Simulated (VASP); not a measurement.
Al:

```
CELL_PARAMETERS angstrom
2.86348 0.00000 0.00000
-1.43174 2.47985 0.00000
0.00000 0.00000 9.35213
ATOMIC_POSITIONS crystal
Al 0.00000 0.00000 0.00000
Al 0.00000 0.00000 0.50000
Al 0.33333 0.66667 0.25000
Al 0.66667 0.33333 0.75000
```

This isn't the form of Al at room conditions, which is fcc.

- Program: VASP 6.6.1
- Task: relaxation of cell and atoms
- Functional: LDA
- Potentials or basis: VASP PAW LDA potentials, release 64 (Al)
- Cutoff: 600 eV
- k mesh: 13 × 13 × 4
- Occupations: fermi-dirac, width 0.1 eV
- Spin: no spin polarisation

At the start: pressure -3.4 GPa; volume 16.60 Å³/atom.

Question: Where does the relaxation end?

Answer: Over 6 steps the energy falls by 8.4 meV/atom and the volume is 15.88 Å³/atom (-4.3 %); space group P6_3/mmc (No. 194, to 0.1 Å) before and after.

The path:
| step | energy change (eV) | largest force (eV/Å) | pressure (GPa) | volume (Å³) |
| --- | --- | --- | --- | --- |
| 1 | 0.0000 | 0.0000 | -3.39 | 66.41 |
| 2 | -0.0323 | 0.0000 | 0.52 | 63.09 |
| 3 | -0.0329 | 0.0000 | 0.03 | 63.46 |
| 4 | -0.0329 | 0.0000 | -0.04 | 63.52 |
| 5 | -0.0331 | 0.0000 | -0.05 | 63.52 |
| 6 | -0.0336 | 0.0000 | -0.04 | 63.54 |

Final structure:
```
Al
1.0
     2.81040    0.00000    0.00000
    -1.40520    2.43388    0.00000
     0.00000    0.00000    9.28894
Al
4
Direct
  0.00000 0.00000 0.00000
  0.00000 0.00000 0.50000
  0.33333 0.66667 0.25000
  0.66667 0.33333 0.75000
```
